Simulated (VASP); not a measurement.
# TePb (Fm-3m) in VASP: a series of runs, part 2 of 2

VASP 6.6.1.

### Step 3. Dielectric tensor, r2SCAN (strain +2.0%)

The input, INCAR:

```
SYSTEM = TePb
  PREC = Accurate
  ENCUT = 520
  EDIFF = 1E-8
  ISMEAR = 0
  SIGMA = 0.01
  LREAL = .False.
  LASPH = .True.
  NELM = 100
  ALGO = Normal
  ISIF = 2
  LWAVE = .False.
  LCHARG = .False.
  METAGGA = R2SCAN
  LMIXTAU = .True.
  LCALCEPS = .True.
```

The input, KPOINTS:

```
regular mesh
0
Gamma
  6 6 6
  0 0 0
```

The input, POSCAR:

```
TePb
1.0
    0.0000000000      3.3331935858      3.3331935858
    3.3331935858      0.0000000000      3.3331935858
    3.3331935858      3.3331935858      0.0000000000
Pb Te
1 1
Direct
    0.0000000000      0.0000000000      0.0000000000
    0.5000000000      0.5000000000      0.5000000000
```

Potentials or basis: VASP PAW PBE potentials, release 64 (Pb_d, Te).

Run with:

```bash
$ cat potpaw_PBE.64/Pb_d/POTCAR potpaw_PBE.64/Te/POTCAR > POTCAR
$ mpirun -np 1 vasp_std > vasp.out
```

OUTCAR:

```text
SYSTEM = TePb
   PREC = Accurate
   ENCUT = 520
   EDIFF = 1E-8
   ISMEAR = 0
   LREAL = .False.
   LASPH = .True.
   NELM = 100
   ISIF = 2
   METAGGA = R2SCAN

 ion  position               nearest neighbor table
   1  0.000  0.000  0.000-   2 3.33   2 3.33   2 3.33   2 3.33   2 3.33   2 3.33
   2  0.500  0.500  0.500-   1 3.33   1 3.33   1 3.33   1 3.33   1 3.33   1 3.33

  LATTYP: Found a face centered cubic cell.
 ALAT       =     6.6663871716

  Lattice vectors:

 A1 = (   0.0000000000,   3.3331935858,   3.3331935858)
 A2 = (   3.3331935858,   0.0000000000,   3.3331935858)
 A3 = (   3.3331935858,   3.3331935858,   0.0000000000)

Analysis of symmetry for initial positions (statically):
=====================================================================
 Subroutine PRICEL returns:
 Original cell was already a primitive cell.

 Routine SETGRP: Setting up the symmetry group for a
 face centered cubic supercell.

 Subroutine GETGRP returns: Found 48 space group operations
 (whereof 48 operations were pure point group operations)
 out of a pool of 48 trial point group operations.

The static configuration has the point symmetry O_h .

Analysis of symmetry for dynamics (positions and initial velocities):
=====================================================================
 Subroutine PRICEL returns:
 Original cell was already a primitive cell.

 Routine SETGRP: Setting up the symmetry group for a
 face centered cubic supercell.

 Subroutine GETGRP returns: Found 48 space group operations
 (whereof 48 operations were pure point group operations)
 out of a pool of 48 trial point group operations.

The dynamic configuration has the point symmetry O_h .
[... 546 lines left out ...]
      6      -6.6672      2.00000
      7      -2.9720      2.00000
      8       2.6994      2.00000
      9       2.7628      2.00000
     10       3.3701      2.00000
     11   10000.0000      0.00000
     12   10000.0000      0.00000
     13   10000.0000      0.00000
     14   10000.0000      0.00000

 [... further k-points ...]

------------------------ aborting loop because EDIFF is reached ----------------------------------------

            Ionic dipole moment: p[ion]=(   -19.99916   -19.99916   -19.99916 ) |e| Angst

 Total electronic dipole moment: p[elc]=(     0.00044     0.00044     0.07940 ) |e| Angst

 MACROSCOPIC STATIC DIELECTRIC TENSOR (including local field effects)
 ------------------------------------------------------
          20.397822    -0.000000     0.000000
          -0.000000    20.397822    -0.000000
           0.000000    -0.000000    20.397822
 ------------------------------------------------------

 PIEZOELECTRIC TENSOR (including local field effects) (e Angst)
          XX          YY          ZZ          XY          YZ          ZX
  --------------------------------------------------------------------------------
  x     0.00000     0.00000     0.00000     0.00000     0.00000     0.00000
  y     0.00000     0.00000     0.00000     0.00000     0.00000     0.00000
  z     0.00000     0.00000     0.00000     0.00000     0.00000     0.00000

 PIEZOELECTRIC TENSOR (including local field effects) (C/m^2)
          XX          YY          ZZ          XY          YZ          ZX
  --------------------------------------------------------------------------------
  x     0.00000     0.00000     0.00000     0.00000     0.00000     0.00000
  y     0.00000     0.00000     0.00000     0.00000     0.00000     0.00000
  z     0.00000     0.00000     0.00000     0.00000     0.00000     0.00000

 BORN EFFECTIVE CHARGES (including local field effects) (in |e|, cummulative output)
 ---------------------------------------------------------------------------------
 ion    1
    1     5.60133    -0.00000    -0.00000
    2     0.00000     5.60133     0.00000
    3    -0.00000     0.00000     5.60133
 ion    2
    1    -5.60133     0.00000     0.00000
    2    -0.00000    -5.60133    -0.00000
    3     0.00000    -0.00000    -5.60133

  FORCE on cell =-STRESS in cart. coord.  units (eV):
  Direction    XX          YY          ZZ          XY          YZ          ZX
  --------------------------------------------------------------------------------------
  -------------------------------------------------------------------------------------
  Total       -1.0248198     -1.0248198     -1.0248198     -0.0000000     -0.0000000      0.0000000
  in kB      -22.1690184    -22.1690184    -22.1690184     -0.0000000     -0.0000000      0.0000000
  external PRESSURE =     -22.1690184 kB  Pullay stress =       0.0000000 kB

 VOLUME and BASIS-vectors are now :
 -----------------------------------------------------------------------------
  energy-cutoff  :      520.00
  volume of cell :       74.06
      direct lattice vectors                 reciprocal lattice vectors
     0.000000000  3.333193586  3.333193586    -0.150006289  0.150006289  0.150006289
     3.333193586  0.000000000  3.333193586     0.150006289 -0.150006289  0.150006289
     3.333193586  3.333193586  0.000000000     0.150006289  0.150006289 -0.150006289

 POSITION                                       TOTAL-FORCE (eV/Angst)
 -----------------------------------------------------------------------------------
      0.00000      0.00000      0.00000         0.000000     -0.000000      0.000000
      3.33319      3.33319      3.33319        -0.000000      0.000000     -0.000000
 -----------------------------------------------------------------------------------
    total drift:                                0.000000      0.000000      0.000000

  FREE ENERGIE OF THE ION-ELECTRON SYSTEM (eV)
  ---------------------------------------------------
  free  energy   TOTEN  =       -82.6764494394 eV

  energy  without entropy=      -82.6764494394  energy(sigma->0) =      -82.67644944
```

OSZICAR:

```text
N       E                     dE             d eps       ncg     rms          rms(c)
DAV:   1     0.759897758323E+02    0.75990E+02   -0.93598E+03   448   0.137E+03
DAV:   2    -0.753563725215E+02   -0.15135E+03   -0.14857E+03   460   0.340E+02
[... 13 lines left out ...]
DMP:  15    -0.826764493443E+02   -0.61353E-07   -0.44763E-07   952   0.493E-07   0.120E-06
DMP:  16    -0.826764493816E+02   -0.37316E-07   -0.28627E-07   952   0.315E-07   0.772E-07
DMP:  17    -0.826764494058E+02   -0.24230E-07   -0.18610E-07   952   0.198E-07   0.515E-07
DMP:  18    -0.826764494219E+02   -0.16043E-07   -0.12208E-07   952   0.126E-07   0.344E-07
DMP:  19    -0.826764494324E+02   -0.10503E-07   -0.80369E-08   952   0.809E-08   0.231E-07
DMP:  20    -0.826764494394E+02   -0.70179E-08   -0.53108E-08   952   0.525E-08   0.155E-07
   1 F= -.82676449E+02 E0= -.82676449E+02  d E =-.209209E-17
```

Wall time 58 min (1 thread of Intel Xeon Platinum 8559C (Emerald Rapids), shared host); peak memory 0.47 GiB.

Results:

| Item | Value |
| --- | --- |
| Band gap on the k mesh | 1.20 eV |
| Electronic dielectric tensor (diagonal) | 20.40 |
| Born charges (mean of the diagonal) | Pb +5.60; Te -5.60 e |

Levels at points of the mesh, in eV from the valence-band top:
```csv
k point,band 6,band 7,band 8,band 9,band 10,band 11,band 12,band 13,band 14
"(0.00, 0.00, 0.00)",-11.73,-5.86,-1.11,-1.11,-1.11,4.25,4.25,4.25,6.41
"(0.50, 0.00, 0.00)",-10.46,-8.41,-0.70,-0.70,0.00,1.20,1.66,1.66,8.83
"(0.50, 0.50, 0.00)",-10.28,-7.35,-3.94,-2.41,-2.41,3.99,5.49,5.49,6.63
```

Electronic dielectric tensor:
```
20.40  0.00  0.00
 0.00 20.40  0.00
 0.00  0.00 20.40
```

Born effective charge tensors (e):
atom 1, Pb
```
5.60 0.00 0.00
0.00 5.60 0.00
0.00 0.00 5.60
```
atom 2, Te
```
-5.60  0.00  0.00
 0.00 -5.60  0.00
 0.00  0.00 -5.60
```

Dipole moments of the cell (e·Å, modulo the quantum): ionic -19.999, -19.999, -19.999; electronic 0.000, 0.000, 0.079

Caveat: the cell differs from its parent crystal (strain +2.0%); the structure was generated, so it needn't be the stable form of TePb; the PAW data sets were made with another functional, which shifts forces and pressure a little; spin-orbit coupling is left out, which moves the levels of the heavy elements. A k mesh can miss the band edges.

### Step 4. Dielectric tensor, r2SCAN (strain +3.0%)

The input, INCAR:

```
SYSTEM = TePb
PREC     = Accurate       ! precision mode
ENCUT    = 520            ! plane-wave cutoff, eV
EDIFF    = 1E-8           ! SCF threshold, eV
ISMEAR   = 0              ! smearing method
SIGMA    = 0.01           ! smearing width, eV
LREAL    = .False.        ! projectors in reciprocal space
LASPH    = .True.         ! aspherical terms in the spheres
NELM     = 60             ! most SCF steps
ALGO     = Normal         ! electronic algorithm
ISIF     = 2              ! what is computed and relaxed
LWAVE    = .False.        ! write WAVECAR
LCHARG   = .False.        ! write CHGCAR
METAGGA  = R2SCAN         ! meta-GGA
LMIXTAU  = .True.       
LCALCEPS = .True.
```

KPOINTS is that of step 3.

The input, POSCAR:

```
TePb
1.0
    0.0000000000      3.3658719543      3.3658719543
    3.3658719543      0.0000000000      3.3658719543
    3.3658719543      3.3658719543      0.0000000000
Pb Te
1 1
Direct
    0.0000000000      0.0000000000      0.0000000000
    0.5000000000      0.5000000000      0.5000000000
```

Potentials or basis: VASP PAW PBE potentials, release 64 (Pb_d, Te).

Run with:

```bash
$ cat potpaw_PBE.64/Pb_d/POTCAR potpaw_PBE.64/Te/POTCAR > POTCAR
$ mpirun -np 1 vasp_std > vasp.out
```

OUTCAR:

```text
SYSTEM = TePb
   PREC = Accurate
   ENCUT = 520
   EDIFF = 1E-8
   ISMEAR = 0
   LREAL = .False.
   LASPH = .True.
   NELM = 60
   ISIF = 2
   METAGGA = R2SCAN

 ion  position               nearest neighbor table
   1  0.000  0.000  0.000-   2 3.37   2 3.37   2 3.37   2 3.37   2 3.37   2 3.37
   2  0.500  0.500  0.500-   1 3.37   1 3.37   1 3.37   1 3.37   1 3.37   1 3.37

  LATTYP: Found a face centered cubic cell.
 ALAT       =     6.7317439086

  Lattice vectors:

 A1 = (   0.0000000000,   3.3658719543,   3.3658719543)
 A2 = (   3.3658719543,   0.0000000000,   3.3658719543)
 A3 = (   3.3658719543,   3.3658719543,   0.0000000000)

Analysis of symmetry for initial positions (statically):
=====================================================================
 Subroutine PRICEL returns:
 Original cell was already a primitive cell.

 Routine SETGRP: Setting up the symmetry group for a
 face centered cubic supercell.

 Subroutine GETGRP returns: Found 48 space group operations
 (whereof 48 operations were pure point group operations)
 out of a pool of 48 trial point group operations.

The static configuration has the point symmetry O_h .

Analysis of symmetry for dynamics (positions and initial velocities):
=====================================================================
 Subroutine PRICEL returns:
 Original cell was already a primitive cell.

 Routine SETGRP: Setting up the symmetry group for a
 face centered cubic supercell.

 Subroutine GETGRP returns: Found 48 space group operations
 (whereof 48 operations were pure point group operations)
 out of a pool of 48 trial point group operations.

The dynamic configuration has the point symmetry O_h .

 Subroutine INISYM returns: Found 48 space group operations
 (whereof 48 operations are pure point group operations),
 and found     1 'primitive' translations

----------------------------------------------------------------------------------------

                                     Primitive cell

  volume of cell :      76.2646

  direct lattice vectors                    reciprocal lattice vectors
     0.000000000  3.365871954  3.365871954    -0.148549917  0.148549917  0.148549917
     3.365871954  0.000000000  3.365871954     0.148549917 -0.148549917  0.148549917
     3.365871954  3.365871954  0.000000000     0.148549917  0.148549917 -0.148549917

  length of vectors
     4.760061767  4.760061767  4.760061767     0.257296004  0.257296004  0.257296004

  position of ions in fractional coordinates (direct lattice)
     0.000000000  0.000000000  0.000000000
     0.500000000  0.500000000  0.500000000

  ion indices of the primitive-cell ions
   primitive index   ion index
                 1           1
                 2           2

----------------------------------------------------------------------------------------

 KPOINTS: regular mesh

Automatic generation of k-mesh.
 Grid dimensions read from file:
 generate k-points for:    6    6    6

 Generating k-lattice:

[... 76 lines left out ...]
   LORBIT       =      0    0 simple, 1 ext, 2 COOP (PROOUT), +10 PAW based schemes
   METAGGA = R2SCAN    functional components
   LHFCALC =     F    Hartree Fock is set to
   AEXX    =    0.0000 exact exchange contribution
   IVDW    =     0    specifies the selected vdW correction
   LEPSILON=     F    determine dielectric tensor
   LRPA    =     F    only Hartree local field effects (RPA)
   LRPA       =     F
 non-spin polarized calculation
 Gauss-broadening in eV      SIGMA  =   0.01
  energy-cutoff  :      520.00
  volume of cell :       76.26
 maximum number of plane-waves:      2085
   NGX = 17   NGY = 17   NGZ = 17

 Total electronic dipole moment: p[elc]=(    -0.00000    -0.00000    -0.00000 ) |e| Angst

 Total electronic dipole moment: p[elc]=(     0.00000    -0.00000     0.00000 ) |e| Angst

 number of electron      20.0000001 magnetization

 Free energy of the ion-electron system (eV)
  ---------------------------------------------------
  ext. energy  EPLUGINS =         0.00000000
  ---------------------------------------------------
  free energy    TOTEN  =       -82.64035670 eV

  energy without entropy =      -82.64035670  energy(sigma->0) =      -82.64035670

 E-fermi :   4.0404     XC(G=0):  -9.2372

 val. band max:        3.9843352074   @ k =   0.0000   0.0000   0.5000
 cond. band min:   10000.0000000000   @ k =   0.0000   0.0000   0.0000
 fundamental gap:   9996.0156647926
 Fermi energy:         4.0403688581

 k-point     1 :       0.0000    0.0000    0.0000
  band No.  band energies     occupation
      1     -13.2217      2.00000
      2     -13.2216      2.00000
      3     -13.2192      2.00000
      4     -13.2191      2.00000
      5     -13.2191      2.00000
      6      -7.5291      2.00000
      7      -1.9533      2.00000
      8       2.9790      2.00000
      9       2.9790      2.00000
     10       2.9790      2.00000
     11   10000.0000      0.00000
     12   10000.0000      0.00000
     13   10000.0000      0.00000
     14   10000.0000      0.00000
[... 377 lines left out ...]
      1     -13.2345      2.00000
      2     -13.2220      2.00000
      3     -13.2198      2.00000
      4     -13.2121      2.00000
      5     -13.2103      2.00000
      6      -6.8261      2.00000
      7      -3.2741      2.00000
      8       2.4867      2.00000
      9       2.5399      2.00000
     10       3.1103      2.00000
     11   10000.0000      0.00000
     12   10000.0000      0.00000
     13   10000.0000      0.00000
     14   10000.0000      0.00000

 [... further k-points ...]

------------------------ aborting loop because EDIFF is reached ----------------------------------------

            Ionic dipole moment: p[ion]=(   -20.19523   -20.19523   -20.19523 ) |e| Angst

 Total electronic dipole moment: p[elc]=(     0.00038     0.00038     0.07920 ) |e| Angst

 MACROSCOPIC STATIC DIELECTRIC TENSOR (including local field effects)
 ------------------------------------------------------
          19.792599    -0.000000     0.000000
           0.000000    19.792599     0.000000
          -0.000000    -0.000000    19.792599
 ------------------------------------------------------

 PIEZOELECTRIC TENSOR (including local field effects) (e Angst)
          XX          YY          ZZ          XY          YZ          ZX
  --------------------------------------------------------------------------------
  x     0.00000     0.00000     0.00000     0.00000     0.00000     0.00000
  y     0.00000     0.00000     0.00000     0.00000     0.00000     0.00000
  z     0.00000     0.00000     0.00000     0.00000     0.00000     0.00000

 PIEZOELECTRIC TENSOR (including local field effects) (C/m^2)
          XX          YY          ZZ          XY          YZ          ZX
  --------------------------------------------------------------------------------
  x     0.00000     0.00000     0.00000     0.00000     0.00000     0.00000
  y     0.00000     0.00000     0.00000     0.00000     0.00000     0.00000
  z     0.00000     0.00000     0.00000     0.00000     0.00000     0.00000

 BORN EFFECTIVE CHARGES (including local field effects) (in |e|, cummulative output)
 ---------------------------------------------------------------------------------
 ion    1
    1     5.59169    -0.00000     0.00000
    2     0.00000     5.59169    -0.00000
    3    -0.00000     0.00000     5.59169
 ion    2
    1    -5.59169     0.00000    -0.00000
    2     0.00000    -5.59169     0.00000
    3     0.00000    -0.00000    -5.59169

  FORCE on cell =-STRESS in cart. coord.  units (eV):
  Direction    XX          YY          ZZ          XY          YZ          ZX
  --------------------------------------------------------------------------------------
  -------------------------------------------------------------------------------------
  Total       -1.4713186     -1.4713186     -1.4713186      0.0000000      0.0000000      0.0000000
  in kB      -30.9096815    -30.9096815    -30.9096815      0.0000000      0.0000000      0.0000000
  external PRESSURE =     -30.9096815 kB  Pullay stress =       0.0000000 kB

 VOLUME and BASIS-vectors are now :
 -----------------------------------------------------------------------------
  energy-cutoff  :      520.00
  volume of cell :       76.26
      direct lattice vectors                 reciprocal lattice vectors
     0.000000000  3.365871954  3.365871954    -0.148549917  0.148549917  0.148549917
     3.365871954  0.000000000  3.365871954     0.148549917 -0.148549917  0.148549917
     3.365871954  3.365871954  0.000000000     0.148549917  0.148549917 -0.148549917

 POSITION                                       TOTAL-FORCE (eV/Angst)
 -----------------------------------------------------------------------------------
      0.00000      0.00000      0.00000         0.000000     -0.000000      0.000000
      3.36587      3.36587      3.36587        -0.000000      0.000000     -0.000000
 -----------------------------------------------------------------------------------
    total drift:                                0.000000      0.000000      0.000000

  FREE ENERGIE OF THE ION-ELECTRON SYSTEM (eV)
  ---------------------------------------------------
  free  energy   TOTEN  =       -82.6403567048 eV

  energy  without entropy=      -82.6403567048  energy(sigma->0) =      -82.64035670
```

Run time: 41 min. Hardware: 1 thread of Intel Xeon Platinum 8559C (Emerald Rapids), shared host; peak memory 0.46 GiB.

Results:

| Quantity | Value |
| --- | --- |
| Band gap on the k mesh | 1.24 eV |
| Electronic dielectric tensor (diagonal) | 19.79 |
| Born charges (mean of the diagonal) | Pb +5.59; Te -5.59 e |

Electronic dielectric tensor:
```
19.79  0.00  0.00
 0.00 19.79  0.00
 0.00  0.00 19.79
```

Born effective charge tensors (e):
atom 1, Pb
```
5.59 0.00 0.00
0.00 5.59 0.00
0.00 0.00 5.59
```
atom 2, Te
```
-5.59  0.00  0.00
 0.00 -5.59  0.00
 0.00  0.00 -5.59
```

Dipole moments of the cell (e·Å, modulo the quantum): ionic -20.195, -20.195, -20.195; electronic 0.000, 0.000, 0.079

Caveat: the cell differs from its parent crystal (strain +3.0%); the structure was generated, so it needn't be the stable form of TePb; the PAW data sets were made with another functional, which shifts forces and pressure a little; spin-orbit coupling is left out, which moves the levels of the heavy elements.

### Step 5. Summary

```csv
cell,gap on the mesh (eV)
"a = 4.668 Å, angles 60.0°, 2 atoms",1.15
"a = 4.714 Å, angles 60.0°, 2 atoms",1.20
"a = 4.760 Å, angles 60.0°, 2 atoms",1.24
```

Alike in all rows: task dielectric tensor; level r2SCAN; potentials or basis VASP PAW PBE potentials, release 64 (Pb_d, Te); no spin polarisation; k mesh 6 × 6 × 6; cutoff (eV) 520; smearing gaussian 0.01 eV.

Caveats: the structure was generated, so it needn't be the stable form of TePb; the PAW data sets were made with another functional, which shifts forces and pressure a little; spin-orbit coupling is left out, which moves the levels of the heavy elements.

Absolute energies hang on the potentials; compare differences alone.

The gap in the log of VASP goes by the Fermi energy; the results here count the filled bands.